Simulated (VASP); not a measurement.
Runs of VASP 6.6.1 on C. The structure is that of space group P6_3/mmc (No. 194), or close to it. The cells are those of the table. 

| task | cell | smearing | gap on the mesh (eV) | pressure (GPa) | largest force (eV/Å) |
| --- | --- | --- | --- | --- | --- |
| single point | a = 2.564, b = 2.564, c = 4.223 Å, angles 90.0, 90.0, 120.0°, 4 atoms | gaussian 0.02 eV | 3.30 | (a) | - |
| single point | a = 2.498, b = 2.498, c = 4.223 Å, angles 90.0, 90.0, 120.0°, 4 atoms | gaussian 0.01 eV | 3.09 | -5.2 | 0.01 |
| single point | a = 2.498, b = 2.498, c = 4.223 Å, angles 90.0, 90.0, 120.0°, 4 atoms | gaussian 0.02 eV | 3.09 | -5.2 | 0.01 |
| relaxation of the atoms | atoms relaxed from a = 2.498, b = 2.498, c = 4.223 Å, angles 90.0, 90.0, 120.0°, 4 atoms | gaussian 0.02 eV | 3.08 | -5.2 | - |
| single point | a = 2.499, b = 2.499, c = 4.223 Å, angles 90.0, 90.0, 120.0°, 4 atoms | gaussian 0.02 eV | 3.09 | -5.6 | 0.01 |

Alike in all rows: level PBEsol; potentials or basis VASP PAW PBE potentials, release 64 (C); no spin polarisation; k mesh 9 × 9 × 6; cutoff (eV) 520.

Question: Estimate the missing entries.

Answer: (a) -25.6.

Caveats: the PAW data sets were made with another functional, which shifts forces and pressure a little; an odd mesh through Γ misses points on the zone boundary, where band edges can lie; the cell stands under tension (at least some runs).
